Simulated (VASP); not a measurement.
# In4P (Im-3m) in VASP: relaxation of cell and atoms with PBE

Aim: the relaxation of cell and atoms of In4P with PBE.

All numbers are computed with VASP 6.6.1; they aren't measurements. Logs are shortened: lines on timing, memory, paths and dates and some standing lists are left out, and cuts for length are marked.

## Step 1: The cell of the first run

It takes space group Im-3m (No. 229, cubic). The conventional cell has a = 6.533 Å, b = 6.533 Å, c = 6.533 Å, α = 90.00°, β = 90.00°, γ = 90.00°. In (site symmetry -3m) has 2 P at 2.83 Å and 6 In at 3.27 Å within 3.7 Å. P (site symmetry m-3m) has 8 In at 2.83 Å within 3.7 Å.

## Step 2: Relaxation of cell and atoms, PBE

File INCAR:

```
SYSTEM = In4P
PREC = Accurate
ENCUT = 600
EDIFF = 1E-7
ISMEAR = 0
SIGMA = 0.1
LREAL = .FALSE.
LASPH = .TRUE.
NELM = 80
ALGO = Normal
ISIF = 3
LWAVE = .FALSE.
LCHARG = .FALSE.
GGA = PE
IBRION = 2
NSW = 100
EDIFFG = -0.01
```

File KPOINTS:

```
Automatic mesh
0
G
  8 8 8
  0 0 0
```

File POSCAR:

```
In4P
1.0
   -3.2664159788      3.2664159788      3.2664159788
    3.2664159788     -3.2664159788      3.2664159788
    3.2664159788      3.2664159788     -3.2664159788
In P
4 1
Direct
    0.0000000000      0.0000000000      0.5000000000
    0.5000000000      0.0000000000      0.0000000000
    0.0000000000      0.5000000000      0.0000000000
    0.5000000000      0.5000000000      0.5000000000
    0.0000000000      0.0000000000      0.0000000000
```

Potentials or basis: VASP PAW PBE potentials, release 64 (In_d, P).

Command:

```console
cat potpaw_PBE.64/In_d/POTCAR potpaw_PBE.64/P/POTCAR > POTCAR
mpirun -np 1 vasp_std > vasp.out
```

OUTCAR:

```text
SYSTEM = In4P
   PREC = Accurate
   ENCUT = 600
   EDIFF = 1E-7
   ISMEAR = 0
   LREAL = .FALSE.
   LASPH = .TRUE.
   NELM = 80
   ISIF = 3
   GGA = PE
   IBRION = 2
   NSW = 100
   EDIFFG = -0.01

 ion  position               nearest neighbor table
   1  0.000  0.000  0.500-   5 2.83   5 2.83   4 3.27   2 3.27   3 3.27   3 3.27   2 3.27   4 3.27

   2  0.500  0.000  0.000-   5 2.83   5 2.83   4 3.27   1 3.27   4 3.27   3 3.27   1 3.27   3 3.27

   3  0.000  0.500  0.000-   5 2.83   5 2.83   4 3.27   1 3.27   2 3.27   1 3.27   4 3.27   2 3.27

   4  0.500  0.500  0.500-   5 2.83   5 2.83   3 3.27   1 3.27   2 3.27   3 3.27   1 3.27   2 3.27

   5  0.000  0.000  0.000-   1 2.83   2 2.83   3 2.83   4 2.83   1 2.83   3 2.83   2 2.83   4 2.83

  LATTYP: Found a body centered cubic cell.
 ALAT       =     6.5328319576

  Lattice vectors:

 A1 = (  -3.2664159788,   3.2664159788,   3.2664159788)
 A2 = (   3.2664159788,  -3.2664159788,   3.2664159788)
 A3 = (   3.2664159788,   3.2664159788,  -3.2664159788)

Analysis of symmetry for initial positions (statically):
=====================================================================
 Subroutine PRICEL returns:
 Original cell was already a primitive cell.

 Routine SETGRP: Setting up the symmetry group for a
 body centered cubic supercell.

 Subroutine GETGRP returns: Found 48 space group operations
 (whereof 48 operations were pure point group operations)
 out of a pool of 48 trial point group operations.

The static configuration has the point symmetry O_h .

Analysis of symmetry for dynamics (positions and initial velocities):
=====================================================================
 Subroutine PRICEL returns:
 Original cell was already a primitive cell.

 Routine SETGRP: Setting up the symmetry group for a
 body centered cubic supercell.

 Subroutine GETGRP returns: Found 48 space group operations
 (whereof 48 operations were pure point group operations)
 out of a pool of 48 trial point group operations.

The dynamic configuration has the point symmetry O_h .

 Subroutine INISYM returns: Found 48 space group operations
 (whereof 48 operations are pure point group operations),
 and found     1 'primitive' translations

----------------------------------------------------------------------------------------

                                     Primitive cell

  volume of cell :     139.4038

  direct lattice vectors                    reciprocal lattice vectors
    -3.266415979  3.266415979  3.266415979     0.000000000  0.153072971  0.153072971
     3.266415979 -3.266415979  3.266415979     0.153072971  0.000000000  0.153072971
     3.266415979  3.266415979 -3.266415979     0.153072971  0.153072971  0.000000000

  length of vectors
     5.657598434  5.657598434  5.657598434     0.216477872  0.216477872  0.216477872

  position of ions in fractional coordinates (direct lattice)
     0.000000000  0.000000000  0.500000000
     0.500000000  0.000000000  0.000000000
     0.000000000  0.500000000  0.000000000
     0.500000000  0.500000000  0.500000000
     0.000000000  0.000000000  0.000000000

  ion indices of the primitive-cell ions
   primitive index   ion index
                 1           1
                 2           2
                 3           3
                 4           4
                 5           5

----------------------------------------------------------------------------------------

 KPOINTS: Automatic mesh

Automatic generation of k-mesh.
 Grid dimensions read from file:
 generate k-points for:    8    8    8

 Generating k-lattice:

  Cartesian coordinates                     Fractional coordinates (reciprocal lattice)
     0.000000000  0.019134121  0.019134121     0.125000000  0.000000000  0.000000000
     0.019134121  0.000000000  0.019134121     0.000000000  0.125000000  0.000000000
     0.019134121  0.019134121  0.000000000     0.000000000  0.000000000  0.125000000

  Length of vectors
     0.027059734  0.027059734  0.027059734

  Shift w.r.t. Gamma in fractional coordinates (k-lattice)
     0.000000000  0.000000000  0.000000000

 Subroutine IBZKPT returns following result:
 ===========================================

 Found     29 irreducible k-points:

 Following reciprocal coordinates:
            Coordinates               Weight
  0.000000  0.000000  0.000000      1.000000
  0.125000  0.000000  0.000000     12.000000
  0.250000  0.000000  0.000000     12.000000
  0.375000  0.000000  0.000000     12.000000
  0.500000  0.000000  0.000000      6.000000
  0.125000  0.125000  0.000000     24.000000
[... 16 lines left out ...]
 -0.250000  0.250000  0.250000      6.000000
 -0.375000  0.375000  0.250000     24.000000
 [... further k-points ...]
   k-points           NKPTS =     29   k-points in BZ     NKDIM =     29   number of bands    NBANDS=     34
   number of dos      NEDOS =    301   number of ions     NIONS =      5
   total plane-waves  NPLWV = 110592
   dimension x,y,z NGX =    48 NGY =   48 NGZ =   48
   dimension x,y,z NGXF=    96 NGYF=   96 NGZF=   96
   ions per type =               4   1
   NGX,Y,Z   is equivalent  to a cutoff of  14.10, 14.10, 14.10 a.u.
   NGXF,Y,Z  is equivalent  to a cutoff of  28.21, 28.21, 28.21 a.u.
 SYSTEM =  In4P
   PREC   = accura    normal or accurate (medium, high low for compatibility)
   ISTART =      0    job   : 0-new  1-cont  2-samecut
   ICHARG =      2    charge: 1-file 2-atom 10-const
   ISPIN  =      1    spin polarized calculation?
   LNONCOLLINEAR =      F non collinear calculations
   LSORBIT =      F    spin-orbit coupling
   LASPH  =      T    aspherical Exc in radial PAW
   ENCUT  =  600.0 eV  44.10 Ry    6.64 a.u.  11.30 11.30 11.30*2*pi/ulx,y,z
   NELM   =     80;   NELMIN=  2; NELMDL= -5     # of ELM steps
   EDIFF  = 0.1E-06   stopping-criterion for ELM
   LREAL  =      F    real-space projection
   EDIFFG = -.1E-01   stopping-criterion for IOM
   NSW    =    100    number of steps for IOM
   IBRION =      2    ionic relax: 0-MD 1-quasi-New 2-CG
   NFREE  =      1    steps in history (QN), initial steepest desc. (CG)
   ISIF   =      3    stress and relaxation
   ISYM   =      2    0-nonsym 1-usesym 2-fastsym
   POTIM  = 0.5000    time-step for ionic-motion
   TEBEG  =    0.0;   TEEND  =   0.0 temperature during run
   PSTRESS=    0.0 pullay stress
   NELECT =      57.0000    total number of electrons
   NUPDOWN=      -1.0000    fix difference up-down
   EMIN   =  10.00;   EMAX   =-10.00  energy-range for DOS
   EFERMI =   0.00;   METHOD = LEGACY
   ISMEAR =     0;   SIGMA  =   0.10  broadening in eV -4-tet -1-fermi 0-gaus
   EFERMI_NEDOS =   21; number of points for ismear=-14 and -15
   IALGO  =     38    algorithm
   IMIX   =      4    mixing-type and parameters
     AMIX     =   0.40;   BMIX     =  1.00
     AMIX_MAG =   1.60;   BMIX_MAG =  1.00
  volume/ion in A,a.u.               =      27.88       188.15
  Fermi-wavevector in a.u.,A,eV,Ry     =   1.215090  2.296186 20.088222  1.476443
  Thomas-Fermi vector in A             =   2.350488
   LORBIT       =      0    0 simple, 1 ext, 2 COOP (PROOUT), +10 PAW based schemes
   GGA     = PE    functional components
   LHFCALC =     F    Hartree Fock is set to
   AEXX    =    0.0000 exact exchange contribution
   IVDW    =     0    specifies the selected vdW correction
   LEPSILON=     F    determine dielectric tensor
   LRPA    =     F    only Hartree local field effects (RPA)
 conjugate gradient relaxation of ions
 non-spin polarized calculation
 Gauss-broadening in eV      SIGMA  =   0.10
  energy-cutoff  :      600.00
  volume of cell :      139.40
 maximum number of plane-waves:      4729
 NGX is ok and might be reduce to    48
   NGX = 23   NGY = 23   NGZ = 23

--------------------------------------- Ionic step        1  -------------------------------------------

 number of electron      57.0000012 magnetization

 Free energy of the ion-electron system (eV)
  ---------------------------------------------------
  ext. energy  EPLUGINS =         0.00000000
  ---------------------------------------------------
  free energy    TOTEN  =       -14.49062537 eV

  energy without entropy =      -14.47169204  energy(sigma->0) =      -14.48115871

------------------------ aborting loop because EDIFF is reached ----------------------------------------

  FORCE on cell =-STRESS in cart. coord.  units (eV):
  Direction    XX          YY          ZZ          XY          YZ          ZX
  --------------------------------------------------------------------------------------
  -------------------------------------------------------------------------------------
  Total        0.8493853      0.8493853      0.8493853     -0.0000000     -0.0000000      0.0000000
  in kB        9.7620463      9.7620463      9.7620463     -0.0000000     -0.0000000      0.0000000
  external PRESSURE =       9.7620463 kB  Pullay stress =       0.0000000 kB

 VOLUME and BASIS-vectors are now :
 -----------------------------------------------------------------------------
  energy-cutoff  :      600.00
  volume of cell :      139.40
      direct lattice vectors                 reciprocal lattice vectors
    -3.266415979  3.266415979  3.266415979     0.000000000  0.153072971  0.153072971
     3.266415979 -3.266415979  3.266415979     0.153072971  0.000000000  0.153072971
     3.266415979  3.266415979 -3.266415979     0.153072971  0.153072971  0.000000000
[... 40 lines left out ...]
 POSITION                                       TOTAL-FORCE (eV/Angst)
 -----------------------------------------------------------------------------------
      1.64659      1.64659     -1.64659        -0.000000     -0.000000     -0.000000
     -1.64659      1.64659      1.64659        -0.000000     -0.000000      0.000000
      1.64659      4.93978      1.64659         0.000000      0.000000     -0.000000
      1.64659      1.64659      1.64659        -0.000000      0.000000      0.000000
      0.00000      0.00000      0.00000        -0.000000      0.000000     -0.000000
 -----------------------------------------------------------------------------------
    total drift:                                0.000000      0.000000     -0.000000

  FREE ENERGIE OF THE ION-ELECTRON SYSTEM (eV)
  ---------------------------------------------------
  free  energy   TOTEN  =       -14.5027347106 eV

  energy  without entropy=      -14.4839245807  energy(sigma->0) =      -14.49332965

--------------------------------------- Ionic step        3  -------------------------------------------

 number of electron      57.0000027 magnetization

 Free energy of the ion-electron system (eV)
  ---------------------------------------------------
  ext. energy  EPLUGINS =         0.00000000
  ---------------------------------------------------
  free energy    TOTEN  =       -14.50311234 eV

  energy without entropy =      -14.48441198  energy(sigma->0) =      -14.49376216

 E-fermi :   5.6394     XC(G=0):  -9.4012

 val. band max:        5.6267330048   @ k =   0.5000   0.0000   0.0000
 cond. band min:       5.6447133490   @ k =   0.3750   0.1250   0.0000
 fundamental gap:      0.0179803442
 Fermi energy:         5.6394008883

 k-point     1 :       0.0000    0.0000    0.0000
  band No.  band energies     occupation
      1      -9.1416      2.00000
      2      -9.0213      2.00000
      3      -9.0213      2.00000
      4      -8.8965      2.00000
      5      -8.8965      2.00000
      6      -8.8597      2.00000
[... 877 lines left out ...]
     33       9.4482      0.00000
     34       9.7461      0.00000

 [... further k-points ...]

------------------------ aborting loop because EDIFF is reached ----------------------------------------

  FORCE on cell =-STRESS in cart. coord.  units (eV):
  Direction    XX          YY          ZZ          XY          YZ          ZX
  --------------------------------------------------------------------------------------
  -------------------------------------------------------------------------------------
  Total       -0.0056858     -0.0056858     -0.0056858     -0.0000000     -0.0000000      0.0000000
  in kB       -0.0634244     -0.0634244     -0.0634244     -0.0000000     -0.0000000      0.0000000
  external PRESSURE =      -0.0634244 kB  Pullay stress =       0.0000000 kB

 VOLUME and BASIS-vectors are now :
 -----------------------------------------------------------------------------
  energy-cutoff  :      600.00
  volume of cell :      143.63
      direct lattice vectors                 reciprocal lattice vectors
    -3.299103285  3.299103285  3.299103285     0.000000000  0.151556334  0.151556334
     3.299103285 -3.299103285  3.299103285     0.151556334  0.000000000  0.151556334
     3.299103285  3.299103285 -3.299103285     0.151556334  0.151556334  0.000000000

 POSITION                                       TOTAL-FORCE (eV/Angst)
 -----------------------------------------------------------------------------------
      1.64955      1.64955     -1.64955         0.000000     -0.000000      0.000000
     -1.64955      1.64955      1.64955        -0.000000     -0.000000      0.000000
      1.64955     -1.64955      1.64955        -0.000000      0.000000     -0.000000
      1.64955      1.64955      1.64955        -0.000000      0.000000     -0.000000
      0.00000      0.00000      0.00000         0.000000     -0.000000      0.000000
 -----------------------------------------------------------------------------------
    total drift:                                0.000000      0.000000     -0.000000

  FREE ENERGIE OF THE ION-ELECTRON SYSTEM (eV)
  ---------------------------------------------------
  free  energy   TOTEN  =       -14.5031123438 eV

  energy  without entropy=      -14.4844119786  energy(sigma->0) =      -14.49376216

 reached required accuracy - stopping structural energy minimisation
```

Run time: 7.6 min. Hardware: 1 thread of Intel Xeon 6975P-C, shared host; peak memory 0.42 GiB.

Results:

```
Free energy                            : -14.5031 eV
Relaxed volume                         : 28.73 Å³/atom
Relaxed cell                           : a = 5.714 Å, b = 5.714 Å, c = 5.714 Å, α = 109.47°, β = 109.47°, γ = 109.47°
Space group after relaxing (to 0.05 Å) : Im-3m (No. 229)
Energy gained by relaxing              : 2.5 meV/atom
Ionic steps                            : 3
Pressure after relaxing                : 0.0 GPa
```

Step by step:
```
step  energy change (eV)  largest force (eV/Å)  pressure (GPa)  volume (Å³)
   1              0.0000                0.0000            0.98       139.40
   2             -0.0121                0.0000            0.16       142.86
   3             -0.0125                0.0000           -0.01       143.63
```

Final structure:
```xyz
5
Lattice="-3.2991 3.2991 3.2991 3.2991 -3.2991 3.2991 3.2991 3.2991 -3.2991" Properties=species:S:1:pos:R:3 pbc="T T T"
In    1.6496    1.6496   -1.6496
In   -1.6496    1.6496    1.6496
In    1.6496   -1.6496    1.6496
In    1.6496    1.6496    1.6496
P     0.0000    0.0000    0.0000
```

Levels at points of the mesh, in eV from the Fermi level:
| k point | band 25 | band 26 | band 27 | band 28 | band 29 | band 30 | band 31 | band 32 | band 33 | band 34 |
| --- | --- | --- | --- | --- | --- | --- | --- | --- | --- | --- |
| (0.00, 0.00, 0.00) | -3.90 | -2.75 | -2.75 | -2.75 | -0.43 | -0.43 | -0.43 | 3.33 | 3.33 | 4.02 |
| (0.50, 0.00, 0.00) | -3.77 | -3.75 | -0.01 | 0.14 | 0.36 | 0.91 | 1.38 | 2.45 | 2.66 | 2.91 |
| (0.50, 0.50, 0.50) | -2.72 | -2.72 | 0.55 | 0.87 | 0.87 | 0.87 | 1.03 | 1.03 | 1.03 | 1.90 |

Caveat: spin-orbit coupling is left out, which moves the levels of the heavy elements.
